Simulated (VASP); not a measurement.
# BaTiO3 (P4/mmm) in VASP: a series of runs

The runs below take BaTiO3 through single point, with LDA.

Program: VASP 6.6.1. These are calculated values, not measurements. Logs are shortened: lines on timing, memory, paths and dates and some standing lists are left out, and cuts for length are marked.

### Step 1. The cell of the first run

It takes space group P4/mmm (No. 123, tetragonal). Conventional cell: a = 4.000 Å, b = 4.000 Å, c = 4.018 Å, α = 90.00°, β = 90.00°, γ = 90.00°. Within 3.7 Å of Ba (site symmetry 4/mmm) lie 12 O at 2.83 Å and 8 Ti at 3.47 Å. Ti (site symmetry 4/mmm) has 6 O at 2.00 to 2.01 Å within 2.6 Å. Within 2.7 Å of O (site symmetry 4/mmm) lie 2 Ti at 2.01 Å. O (site symmetry mmm) has 2 Ti at 2.00 Å within 2.6 Å.

### Step 2. Single point, LDA

Input file INCAR:

```
PREC     = Accurate       # precision mode
ENCUT    = 520            # plane-wave cutoff, eV
EDIFF    = 1E-6           # SCF threshold, eV
ISMEAR   = 1              # smearing method
SIGMA    = 0.15           # smearing width, eV
LREAL    = False          # projectors in reciprocal space
LASPH    = True           # aspherical terms in the spheres
NELM     = 60             # most SCF steps
ALGO     = Normal         # electronic algorithm
ISIF     = 2              # what is computed and relaxed
LWAVE    = False          # write WAVECAR
LCHARG   = False          # write CHGCAR
GGA      = CA             # functional
NBANDS   = 28             # bands
```

Input file KPOINTS:

```
regular mesh
0
Gamma
  6 6 6
```

Input file POSCAR:

```
BaTiO3
1.0
    3.9998000000      0.0000000000      0.0000000000
    0.0000000000      3.9998000000      0.0000000000
    0.0000000000      0.0000000000      4.0180000000
Ba Ti O
1 1 3
Direct
    0.0000000000      0.0000000000      0.0000000000
    0.5000000000      0.5000000000      0.5000000000
    0.5000000000      0.5000000000      0.0000000000
    0.5000000000      0.0000000000      0.5000000000
    0.0000000000      0.5000000000      0.5000000000
```

Potentials or basis: VASP PAW LDA potentials, release 64 (Ba_sv, Ti_sv, O).

On the command line:

```console
$ cat potpaw_LDA.64/Ba_sv/POTCAR potpaw_LDA.64/Ti_sv/POTCAR potpaw_LDA.64/O/POTCAR > POTCAR
$ mpirun -np 1 vasp_std > vasp.out
```

OUTCAR:

```text
PREC = Accurate
   ENCUT = 520
   EDIFF = 1E-6
   ISMEAR = 1
   LREAL = False
   LASPH = True
   NELM = 60
   ISIF = 2
   GGA = CA

 ion  position               nearest neighbor table
   1  0.000  0.000  0.000-   3 2.83   3 2.83   3 2.83   3 2.83   5 2.83   4 2.83   5 2.83   5 2.83
                             5 2.83   4 2.83   4 2.83   4 2.83   2 3.47   2 3.47   2 3.47   2 3.47
   2  0.500  0.500  0.500-   4 2.00   5 2.00   4 2.00   5 2.00   3 2.01   3 2.01   1 3.47   1 3.47
                             1 3.47   1 3.47   1 3.47   1 3.47   1 3.47   1 3.47
   3  0.500  0.500  0.000-   2 2.01   2 2.01   1 2.83   1 2.83   1 2.83   1 2.83
   4  0.500  0.000  0.500-   2 2.00   2 2.00   1 2.83   1 2.83   1 2.83   1 2.83
   5  0.000  0.500  0.500-   2 2.00   2 2.00   1 2.83   1 2.83   1 2.83   1 2.83

  LATTYP: Found a simple tetragonal cell.
 ALAT       =     3.9998000000
 C/A-ratio  =     1.0045502275

  Lattice vectors:

 A1 = (   3.9998000000,   0.0000000000,   0.0000000000)
 A2 = (   0.0000000000,   3.9998000000,   0.0000000000)
 A3 = (   0.0000000000,   0.0000000000,   4.0180000000)

Analysis of symmetry for initial positions (statically):
=====================================================================
 Subroutine PRICEL returns:
 Original cell was already a primitive cell.

 Routine SETGRP: Setting up the symmetry group for a
 simple tetragonal supercell.

 Subroutine GETGRP returns: Found 16 space group operations
 (whereof 16 operations were pure point group operations)
 out of a pool of 16 trial point group operations.

The static configuration has the point symmetry D_4h.

Analysis of symmetry for dynamics (positions and initial velocities):
=====================================================================
 Subroutine PRICEL returns:
 Original cell was already a primitive cell.

 Routine SETGRP: Setting up the symmetry group for a
 simple tetragonal supercell.

 Subroutine GETGRP returns: Found 16 space group operations
 (whereof 16 operations were pure point group operations)
 out of a pool of 16 trial point group operations.

The dynamic configuration has the point symmetry D_4h.

 Subroutine INISYM returns: Found 16 space group operations
 (whereof 16 operations are pure point group operations),
 and found     1 'primitive' translations

----------------------------------------------------------------------------------------

                                     Primitive cell

  volume of cell :      64.2816

  direct lattice vectors                    reciprocal lattice vectors
[... 91 lines left out ...]
   ENCUT  =  520.0 eV  38.22 Ry    6.18 a.u.   7.44  7.44  7.47*2*pi/ulx,y,z
   NELM   =     60;   NELMIN=  2; NELMDL= -5     # of ELM steps
   EDIFF  = 0.1E-05   stopping-criterion for ELM
   LREAL  =      F    real-space projection
   EDIFFG = 0.1E-04   stopping-criterion for IOM
   NSW    =      0    number of steps for IOM
   IBRION =     -1    ionic relax: 0-MD 1-quasi-New 2-CG
   NFREE  =      0    steps in history (QN), initial steepest desc. (CG)
   ISIF   =      2    stress and relaxation
   ISYM   =      2    0-nonsym 1-usesym 2-fastsym
   POTIM  = 0.5000    time-step for ionic-motion
   TEBEG  =    0.0;   TEEND  =   0.0 temperature during run
   PSTRESS=    0.0 pullay stress
   NELECT =      40.0000    total number of electrons
   NUPDOWN=      -1.0000    fix difference up-down
   EMIN   =  10.00;   EMAX   =-10.00  energy-range for DOS
   EFERMI =   0.00;   METHOD = LEGACY
   ISMEAR =     1;   SIGMA  =   0.15  broadening in eV -4-tet -1-fermi 0-gaus
   EFERMI_NEDOS =   21; number of points for ismear=-14 and -15
   IALGO  =     38    algorithm
   IMIX   =      4    mixing-type and parameters
     AMIX     =   0.40;   BMIX     =  1.00
     AMIX_MAG =   1.60;   BMIX_MAG =  1.00
  volume/ion in A,a.u.               =      12.86        86.76
  Fermi-wavevector in a.u.,A,eV,Ry     =   1.397653  2.641181 26.578078  1.953434
  Thomas-Fermi vector in A             =   2.520888
   LORBIT       =      0    0 simple, 1 ext, 2 COOP (PROOUT), +10 PAW based schemes
   GGA     = CA    functional components
   LHFCALC =     F    Hartree Fock is set to
   AEXX    =    0.0000 exact exchange contribution
   IVDW    =     0    specifies the selected vdW correction
   LEPSILON=     F    determine dielectric tensor
   LRPA    =     F    only Hartree local field effects (RPA)
 non-spin polarized calculation
 Methfessel and Paxton  Order N= 1 SIGMA  =   0.15
  energy-cutoff  :      520.00
  volume of cell :       64.28
 maximum number of plane-waves:      1751
 NGX is ok and might be reduce to    30
   NGX = 15   NGY = 15   NGZ = 15

 number of electron      39.9999976 magnetization

 Free energy of the ion-electron system (eV)
  ---------------------------------------------------
  ext. energy  EPLUGINS =         0.00000000
  ---------------------------------------------------
  free energy    TOTEN  =       -44.09649867 eV

  energy without entropy =      -44.09801348  energy(sigma->0) =      -44.09700361

 E-fermi :   3.5845     XC(G=0): -11.7246

 val. band max:        3.5094907527   @ k =   0.5000   0.5000   0.5000
 cond. band min:       5.1532294328   @ k =   0.0000   0.0000   0.0000
 fundamental gap:      1.6437386802
 Fermi energy:         3.5845422011

 k-point     1 :       0.0000    0.0000    0.0000
  band No.  band energies     occupation
      1     -52.3919      2.00000
      2     -29.0058      2.00000
      3     -29.0058      2.00000
      4     -29.0030      2.00000
      5     -21.1586      2.00000
      6     -13.0723      2.00000
[... 733 lines left out ...]
     27      11.6240      0.00000
     28      12.9019      0.00000

 [... further k-points ...]
[... 5 lines left out ...]
  --------------------------------------------------------------------------------------
  -------------------------------------------------------------------------------------
  Total       -2.8174037     -2.8174037     -3.1500374      0.0000000      0.0000000      0.0000000
  in kB      -70.2219983    -70.2219983    -78.5126807      0.0000000      0.0000000      0.0000000
  external PRESSURE =     -72.9855591 kB  Pullay stress =       0.0000000 kB

 VOLUME and BASIS-vectors are now :
 -----------------------------------------------------------------------------
  energy-cutoff  :      520.00
  volume of cell :       64.28
      direct lattice vectors                 reciprocal lattice vectors
     3.999800000  0.000000000  0.000000000     0.250012501  0.000000000  0.000000000
     0.000000000  3.999800000  0.000000000     0.000000000  0.250012501  0.000000000
     0.000000000  0.000000000  4.018000000     0.000000000  0.000000000  0.248880040

 POSITION                                       TOTAL-FORCE (eV/Angst)
 -----------------------------------------------------------------------------------
      0.00000      0.00000      0.00000         0.000000      0.000000      0.000000
      1.99990      1.99990      2.00900         0.000000      0.000000      0.000000
      1.99990      1.99990      0.00000         0.000000      0.000000      0.000000
      1.99990      0.00000      2.00900         0.000000      0.000000      0.000000
      0.00000      1.99990      2.00900         0.000000      0.000000      0.000000
 -----------------------------------------------------------------------------------
    total drift:                                0.000000      0.000000     -0.000000

  FREE ENERGIE OF THE ION-ELECTRON SYSTEM (eV)
  ---------------------------------------------------
  free  energy   TOTEN  =       -44.0964986729 eV

  energy  without entropy=      -44.0980134793  energy(sigma->0) =      -44.09700361
```

stdout:

```text
POSCAR found type information on POSCAR BaTiO
 POSCAR found :  3 types and       5 ions
 scaLAPACK will be used
 LDA part: xc-table for (Slater(with rela. corr.)+CA(PZ))
 , standard interpolation
 POSCAR, INCAR and KPOINTS ok, starting setup
 FFT: planning ... GRIDC
 FFT: planning ... GRID_SOFT
 FFT: planning ... GRID
 WAVECAR not read
 entering main loop
```

It took 38 s on 1 thread of Intel Xeon Platinum 8488C (Sapphire Rapids), shared host; peak memory 0.19 GiB.

What came out:

- Free energy: -44.0965 eV
- Pressure: -7.3 GPa
- Band gap on the k mesh: 1.64 eV, indirect (least direct gap 1.79 eV)

Caveat: spin-orbit coupling is left out, which moves the levels of the heavy elements. A k mesh can miss the band edges.

### Step 3. Single point, LDA

Input file INCAR:

```
PREC = Accurate ; ENCUT = 520
EDIFF = 1E-6 ; ISMEAR = 1
SIGMA = 0.05 ; LREAL = F
LASPH = T ; NELM = 80
ALGO = Normal ; ISIF = 2
LWAVE = F ; LCHARG = T
GGA = CA ; LELF = T
LVHAR = T ; NBANDS = 28
```

Input file KPOINTS:

```
Automatic mesh
0
Gamma
  6 6 6
```

POSCAR is that of step 2.

Potentials or basis: VASP PAW LDA potentials, release 64 (Ba_sv, Ti_sv, O).

On the command line:

```console
$ cat potpaw_LDA.64/Ba_sv/POTCAR potpaw_LDA.64/Ti_sv/POTCAR potpaw_LDA.64/O/POTCAR > POTCAR
$ mpirun -np 1 vasp_std > vasp.out
```

It took 37 s on 1 thread of Intel Xeon Platinum 8488C (Sapphire Rapids), shared host; peak memory 0.2 GiB.

It converged, with:

* Free energy: -44.0971 eV
* Pressure: -7.3 GPa
* Band gap on the k mesh: 1.64 eV, indirect (least direct gap 1.79 eV)

Stress tensor (GPa, compression positive):
```
-7.02  0.00  0.00
 0.00 -7.02  0.00
 0.00  0.00 -7.85
```

Levels at points of the mesh, in eV from the valence-band top:
```csv
k point,band 17,band 18,band 19,band 20,band 21,band 22,band 23,band 24
"(0.00, 0.00, 0.00)",-1.11,-0.15,-0.15,-0.15,1.64,1.64,1.65,3.90
"(0.50, 0.00, 0.00)",-1.88,-1.88,-0.73,-0.73,1.81,3.45,3.45,3.92
"(0.50, 0.50, 0.00)",-1.74,-0.85,-0.85,-0.09,3.46,3.46,3.87,4.74
"(0.00, 0.00, 0.50)",-1.83,-1.83,-0.73,-0.73,1.81,3.41,3.41,3.94
"(0.50, 0.00, 0.50)",-1.74,-0.89,-0.89,-0.10,3.42,3.46,3.85,4.78
"(0.50, 0.50, 0.50)",-2.41,-0.01,-0.01,0.00,4.11,4.11,4.13,6.63
```

Caveat: spin-orbit coupling is left out, which moves the levels of the heavy elements.

### Step 4. Single point, LDA

Input file INCAR:

```
PREC = Accurate
ENCUT = 910
EDIFF = 1E-6
ISMEAR = -1
SIGMA = 0.02
LREAL = F
LASPH = T
NELM = 120
ALGO = Normal
ISIF = 2
LWAVE = F
LCHARG = F
NBANDS = 28
GGA_COMPAT = F
```

KPOINTS is that of step 3.

POSCAR is that of step 3.

Potentials or basis: VASP PAW LDA potentials, release 64 (Ba_sv, Ti_sv, O_h).

On the command line:

```console
$ cat potpaw_LDA.64/Ba_sv/POTCAR potpaw_LDA.64/Ti_sv/POTCAR potpaw_LDA.64/O_h/POTCAR > POTCAR
$ mpirun -np 1 vasp_std > vasp.out
```

Run time: 74 s. Hardware: 1 thread of Intel Xeon 6975P-C (Granite Rapids), shared host; peak memory 0.31 GiB.

The run converged. Its results:

| Quantity | Value |
| --- | --- |
| Free energy | -44.1210 eV |
| Pressure | -7.6 GPa |
| Band gap on the k mesh | 1.65 eV, indirect (least direct gap 1.79 eV) |

Stress tensor (GPa, compression positive):
```
-7.29  0.00  0.00
 0.00 -7.29  0.00
 0.00  0.00 -8.12
```

Levels at points of the mesh, in eV from the valence-band top:
| k point | band 16 | band 17 | band 18 | band 19 | band 20 | band 21 | band 22 | band 23 | band 24 | band 25 |
| --- | --- | --- | --- | --- | --- | --- | --- | --- | --- | --- |
| (0.00, 0.00, 0.00) | -1.11 | -1.11 | -0.15 | -0.15 | -0.15 | 1.65 | 1.65 | 1.66 | 3.90 | 3.94 |
| (0.50, 0.00, 0.00) | -1.97 | -1.88 | -1.88 | -0.73 | -0.73 | 1.81 | 3.45 | 3.45 | 3.92 | 5.94 |
| (0.50, 0.50, 0.00) | -2.77 | -1.74 | -0.85 | -0.85 | -0.09 | 3.46 | 3.46 | 3.87 | 4.74 | 7.70 |
| (0.00, 0.00, 0.50) | -1.97 | -1.83 | -1.83 | -0.72 | -0.72 | 1.82 | 3.41 | 3.41 | 3.95 | 5.92 |
| (0.50, 0.00, 0.50) | -2.73 | -1.74 | -0.89 | -0.89 | -0.10 | 3.42 | 3.46 | 3.85 | 4.79 | 7.65 |
| (0.50, 0.50, 0.50) | -2.40 | -2.40 | -0.01 | -0.01 | 0.00 | 4.12 | 4.12 | 4.14 | 6.63 | 6.63 |

Caveat: the cutoff is under 1.25 times the usual one of these potentials, so pressure, stress and relaxed cells hold a basis-set (Pulay) error; spin-orbit coupling is left out, which moves the levels of the heavy elements. A k mesh can miss the band edges.

### Step 5. The runs side by side

| potentials or basis | cutoff (eV) | smearing | second run | gap on the mesh (eV) | pressure (GPa) |
| --- | --- | --- | --- | --- | --- |
| VASP PAW LDA potentials, release 64 (Ba_sv, Ti_sv, O) | 520 | methfessel-paxton 0.15 eV | - | 1.64 | -7.3 |
| VASP PAW LDA potentials, release 64 (Ba_sv, Ti_sv, O) | 520 | methfessel-paxton 0.05 eV | - | 1.64 | -7.3 |
| VASP PAW LDA potentials, release 64 (Ba_sv, Ti_sv, O_h) | 910 | fermi-dirac 0.02 eV | hard_potentials | 1.65 | -7.6 |

Alike in all rows: task single point; level LDA; no spin polarisation; cell as given; k mesh 6 × 6 × 6.

Caveats: spin-orbit coupling is left out, which moves the levels of the heavy elements; the cutoff is under 1.25 times the usual one of these potentials, so pressure, stress and relaxed cells hold a basis-set (Pulay) error (some runs).

Absolute energies hang on the potentials; compare differences alone.
